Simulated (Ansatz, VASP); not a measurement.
## Two plane-wave programs on TiO2

```xyz
3
Lattice="2.8827 0.0000 0.0000 -1.4413 2.4965 0.0000 0.0000 0.0000 5.8191" Properties=species:S:1:pos:R:3 pbc="T T T"
Ti    0.0000    0.0000    0.0000
O     0.0000    1.6643    1.1259
O     0.0000    1.6643    4.6932
```

Alike in both runs: functional PBE; k mesh 6 × 6 × 4; occupations gaussian, width 0.1 eV; collinear spin.

Ansatz relaxed the structure, and its values are those at the end. VASP's run is a single point on that final structure, the one shown.

|  | VASP | Ansatz |
| --- | --- | --- |
| version | VASP 6.6.1 | Ansatz 0.2.0 |
| potentials or method | VASP PAW PBE potentials, release 64 (Ti_sv, O), cutoff 520 eV | scalar-relativistic, plane waves, PAW |
| valence electrons in the cell | 24 | 24 |

```tsv
	VASP	Ansatz	Ansatz less VASP
gap on the k mesh at the Fermi level (eV)	1.13	1.15	+0.020
least direct gap on the mesh (eV)	1.38	1.41	+0.025
pressure (GPa)	0.6	0.1	-0.55
rms of the force components (eV/Å)	0.039	0.007	-0.0319
net moment per atom (μB)	0.00	0.00	0.000
```

Ansatz's warnings: seeded moment not kept.
